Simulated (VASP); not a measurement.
# C (R3m) in VASP: single point with LDA

Aim: the single point of C with LDA.

Everything below comes from runs of VASP 6.6.1. Logs are shortened: lines on timing, memory, paths and dates and some standing lists are left out, and cuts for length are marked.

### 1 The cell of the first run

It takes space group R3m (No. 160, trigonal). The conventional cell has a = 2.491 Å, b = 2.491 Å, c = 30.762 Å, α = 90.00°, β = 90.00°, γ = 120.00°. C (site symmetry 3m) has 5 C at 1.53 to 2.07 Å within 2.1 Å. Within 2.0 Å of C (site symmetry 3m) lie 4 C at 1.53 Å. C (site symmetry 3m) has 4 C at 1.53 Å within 2.0 Å. Within 2.0 Å of C (site symmetry 3m) lie 4 C at 1.53 Å. C (site symmetry 3m) has 4 C at 1.53 Å within 2.0 Å. Within 2.0 Å of C (site symmetry 3m) lie 4 C at 1.53 Å. Within 2.0 Å of C (site symmetry 3m) lie 3 C at 1.53 Å. Within 2.0 Å of C (site symmetry 3m) lie 4 C at 1.53 to 1.55 Å.

### 2 Single point, LDA

Contents of INCAR:

```
SYSTEM = C
PREC = Accurate ; ENCUT = 910
EDIFF = 1E-6 ; ISMEAR = 0
SIGMA = 0.05 ; LREAL = .False.
LASPH = .True. ; NELM = 120
ALGO = Normal ; ISIF = 2
LWAVE = .False. ; LCHARG = .True.
LELF = .True. ; LVHAR = .True.
NBANDS = 31 ; GGA_COMPAT = .False.
```

Contents of KPOINTS:

```
Automatic mesh
0
Gamma
  10 10 3
  0 0 0
```

Contents of POSCAR:

```
C
1.0
   -2.4912907516      0.0000000000      0.0000000000
   -1.2456453758     -2.1575210791      0.0000000000
   -1.2457699403     -0.7192456104     10.2538776052
C
10
Direct
   -0.5579810244     -0.5579810244      0.8741556576
    0.4916610444      0.4916610444      0.7252443424
    0.0248334907      0.0248334907      0.1257869493
    0.5755465293      0.5755465293      0.4736130507
   -0.0248414897     -0.0248414897      0.2747969895
    0.6252215097      0.6252215097      0.3246030105
   -0.2413620533     -0.2413620533      0.9242937306
    0.1750420733      0.1750420733      0.6751062694
    0.3748756089      0.3748756089      0.0756656066
    0.2255044111      0.2255044111      0.5237343934
```

Potentials or basis: VASP PAW LDA potentials, release 64 (C_h).

Run with:

```bash
$ cat potpaw_LDA.64/C_h/POTCAR > POTCAR
$ mpirun -np 1 vasp_std > vasp.out
```

OUTCAR:

```text
SYSTEM = C
   PREC = Accurate
   ENCUT = 910
   EDIFF = 1E-6
   ISMEAR = 0
   LREAL = .False.
   LASPH = .True.
   NELM = 120
   ISIF = 2

 ion  position               nearest neighbor table
   1  0.442  0.442  0.874-
   2  0.492  0.492  0.725-
   3  0.025  0.025  0.126-
   4  0.576  0.576  0.474-
   5  0.975  0.975  0.275-
   6  0.625  0.625  0.325-
   7  0.759  0.759  0.924-
   8  0.175  0.175  0.675-
   9  0.375  0.375  0.076-
  10  0.226  0.226  0.524-

  LATTYP: Found a trigonal (rhomboedric) cell.
 ALAT       =    10.3542572057
 COS(alpha) =     0.9710545079

  Lattice vectors:

 A1 = (   1.2455208113,  -0.7192456104,  10.2538776052)
 A2 = (  -0.0001245645,   1.4382754687,  10.2538776052)
 A3 = (  -1.2457699403,  -0.7192456104,  10.2538776052)

Analysis of symmetry for initial positions (statically):
=====================================================================
 Subroutine PRICEL returns:
 Original cell was already a primitive cell.

 Routine SETGRP: Setting up the symmetry group for a
 trigonal (rhombohedral) supercell.

 Subroutine GETGRP returns: Found  2 space group operations
 (whereof  2 operations were pure point group operations)
 out of a pool of 12 trial point group operations.

The static configuration has the point symmetry C_1h.

Analysis of symmetry for dynamics (positions and initial velocities):
=====================================================================
 Subroutine PRICEL returns:
 Original cell was already a primitive cell.

 Routine SETGRP: Setting up the symmetry group for a
 trigonal (rhombohedral) supercell.

 Subroutine GETGRP returns: Found  2 space group operations
 (whereof  2 operations were pure point group operations)
 out of a pool of 12 trial point group operations.

The dynamic configuration has the point symmetry C_1h.

 Subroutine INISYM returns: Found  2 space group operations
 (whereof  2 operations are pure point group operations),
 and found     1 'primitive' translations

----------------------------------------------------------------------------------------

[... 133 lines left out ...]
   NSW    =      0    number of steps for IOM
   IBRION =     -1    ionic relax: 0-MD 1-quasi-New 2-CG
   NFREE  =      0    steps in history (QN), initial steepest desc. (CG)
   ISIF   =      2    stress and relaxation
   ISYM   =      2    0-nonsym 1-usesym 2-fastsym
   POTIM  = 0.5000    time-step for ionic-motion
   TEBEG  =    0.0;   TEEND  =   0.0 temperature during run
   PSTRESS=    0.0 pullay stress
   NELECT =      40.0000    total number of electrons
   NUPDOWN=      -1.0000    fix difference up-down
   EMIN   =  10.00;   EMAX   =-10.00  energy-range for DOS
   EFERMI =   0.00;   METHOD = LEGACY
   ISMEAR =     0;   SIGMA  =   0.05  broadening in eV -4-tet -1-fermi 0-gaus
   EFERMI_NEDOS =   21; number of points for ismear=-14 and -15
   IALGO  =     38    algorithm
   IMIX   =      4    mixing-type and parameters
     AMIX     =   0.40;   BMIX     =  1.00
     AMIX_MAG =   1.60;   BMIX_MAG =  1.00
  volume/ion in A,a.u.               =       5.51        37.19
  Fermi-wavevector in a.u.,A,eV,Ry     =   1.471202  2.780169 29.448929  2.164435
  Thomas-Fermi vector in A             =   2.586366
   LORBIT       =      0    0 simple, 1 ext, 2 COOP (PROOUT), +10 PAW based schemes
   GGA     = CA    functional components
   LHFCALC =     F    Hartree Fock is set to
   AEXX    =    0.0000 exact exchange contribution
   IVDW    =     0    specifies the selected vdW correction
   LEPSILON=     F    determine dielectric tensor
   LRPA    =     F    only Hartree local field effects (RPA)
 non-spin polarized calculation
 Gauss-broadening in eV      SIGMA  =   0.05
  energy-cutoff  :      910.00
  volume of cell :       55.11
 maximum number of plane-waves:      3464
 NGX is ok and might be reduce to    28
   NGX = 13   NGY = 13   NGZ = 51

 number of electron      40.0000000 magnetization

 Free energy of the ion-electron system (eV)
  ---------------------------------------------------
  ext. energy  EPLUGINS =         0.00000000
  ---------------------------------------------------
  free energy    TOTEN  =       -96.62610547 eV

  energy without entropy =      -96.62472056  energy(sigma->0) =      -96.62541302

 E-fermi :  11.6411     XC(G=0): -13.8304

 val. band max:       11.6363298396   @ k =  -0.3000   0.3000   0.3333
 cond. band min:      11.6432602060   @ k =  -0.4000   0.3000  -0.0000
 fundamental gap:      0.0069303665
 Fermi energy:        11.6411355783

 k-point     1 :       0.0000    0.0000    0.0000
  band No.  band energies     occupation
      1     -10.3926      2.00000
      2      -9.2750      2.00000
      3      -9.2124      2.00000
      4      -6.1128      2.00000
      5      -5.9664      2.00000
      6      -0.3475      2.00000
[... 805 lines left out ...]
     30      21.7669      0.00000
     31      23.0051      0.00000

 [... further k-points ...]

------------------------ aborting loop because EDIFF is reached ----------------------------------------

  FORCE on cell =-STRESS in cart. coord.  units (eV):
  Direction    XX          YY          ZZ          XY          YZ          ZX
  --------------------------------------------------------------------------------------
  -------------------------------------------------------------------------------------
  Total       -1.8603766     -1.8630858      8.9775041      0.0023462      0.0029136      0.0050465
  in kB      -54.0808945    -54.1596482    260.9748169      0.0682027      0.0846987      0.1467024
  external PRESSURE =      50.9114247 kB  Pullay stress =       0.0000000 kB

 VOLUME and BASIS-vectors are now :
 -----------------------------------------------------------------------------
  energy-cutoff  :      910.00
  volume of cell :       55.11
      direct lattice vectors                 reciprocal lattice vectors
    -2.491290752  0.000000000  0.000000000    -0.401398351  0.231747446 -0.032511278
    -1.245645376 -2.157521079  0.000000000     0.000000000 -0.463494892 -0.032511278
    -1.245769940 -0.719245610 10.253877605     0.000000000  0.000000000  0.097524082

 POSITION                                       TOTAL-FORCE (eV/Angst)
 -----------------------------------------------------------------------------------
     -2.74079     -1.58240      8.96349         0.000568      0.000328     -0.413929
     -2.74079     -1.58240      7.43657         0.000983      0.000568     -0.681018
     -0.24950     -0.14405      1.28980         0.001497      0.000864     -0.468987
     -2.74079     -1.58240      4.85637        -0.001748     -0.001009      0.136254
     -3.98644     -2.30157      2.81773        -0.001669     -0.000963      0.492959
     -2.74079     -1.58240      3.32844         0.001795      0.001036     -0.077564
     -3.98644     -2.30157      9.47759        -0.000247     -0.000143     -3.136682
     -1.49515     -0.86322      6.92246        -0.001375     -0.000794      0.179734
     -1.49515     -0.86322      0.77587        -0.001221     -0.000705      4.116284
     -1.49515     -0.86322      5.37031         0.001416      0.000818     -0.147050
 -----------------------------------------------------------------------------------
    total drift:                               -0.000004     -0.000002      0.000534

  FREE ENERGIE OF THE ION-ELECTRON SYSTEM (eV)
  ---------------------------------------------------
  free  energy   TOTEN  =       -96.6261054685 eV

  energy  without entropy=      -96.6247205625  energy(sigma->0) =      -96.62541302
```

stdout:

```text
POSCAR found type information on POSCAR C
 POSCAR found :  1 types and      10 ions
 scaLAPACK will be used
 LDA part: xc-table for (Slater(with rela. corr.)+CA(PZ))
 , standard interpolation
 -----------------------------------------------------------------------------
|                                                                             |
|           W    W    AA    RRRRR   N    N  II  N    N   GGGG   !!!           |
|           W    W   A  A   R    R  NN   N  II  NN   N  G    G  !!!           |
|           W    W  A    A  R    R  N N  N  II  N N  N  G       !!!           |
|           W WW W  AAAAAA  RRRRR   N  N N  II  N  N N  G  GGG   !            |
|           WW  WW  A    A  R   R   N   NN  II  N   NN  G    G                |
|           W    W  A    A  R    R  N    N  II  N    N   GGGG   !!!           |
|                                                                             |
|     Your reciprocal lattice and k-lattice belong to different lattice       |
|     classes:                                                                |
|                                                                             |
|        The reciprocal lattice is rhombohedral (trigonal),                   |
|        whereas your k-lattice is base-centered monoclinic.                  |
|                                                                             |
|     Results are often still useful ...                                      |
|                                                                             |
 -----------------------------------------------------------------------------

 POSCAR, INCAR and KPOINTS ok, starting setup
 FFT: planning ... GRIDC
 FFT: planning ... GRID_SOFT
 FFT: planning ... GRID
 WAVECAR not read
 entering main loop
```

Wall time 8.3 min (1 thread of Intel Xeon Platinum 8259CL at 2.50GHz (Skylake/Cascade Lake), shared host); peak memory 0.35 GiB.

Results:

| Item | Value |
| --- | --- |
| Free energy | -96.6261 eV |
| Pressure | 5.1 GPa |
| Largest force | 4.116 eV/Å |
| Band gap on the k mesh | zero (bands 20 and 21 overlap by 0.37 eV) |

Forces in eV/Å, atoms in the order of the input:
```
C    0.001  0.000 -0.414
C    0.001  0.001 -0.681
C    0.001  0.001 -0.469
C   -0.002 -0.001  0.136
C   -0.002 -0.001  0.493
C    0.002  0.001 -0.078
C    0.000  0.000 -3.137
C   -0.001 -0.001  0.180
C   -0.001 -0.001  4.116
C    0.001  0.001 -0.147
```

Caveat: the cutoff is under 1.25 times the usual one of these potentials, so pressure, stress and relaxed cells hold a basis-set (Pulay) error; the cell stands under pressure; forces of over 1 eV/Å act on the atoms, so gaps and moduli don't describe the material at rest.
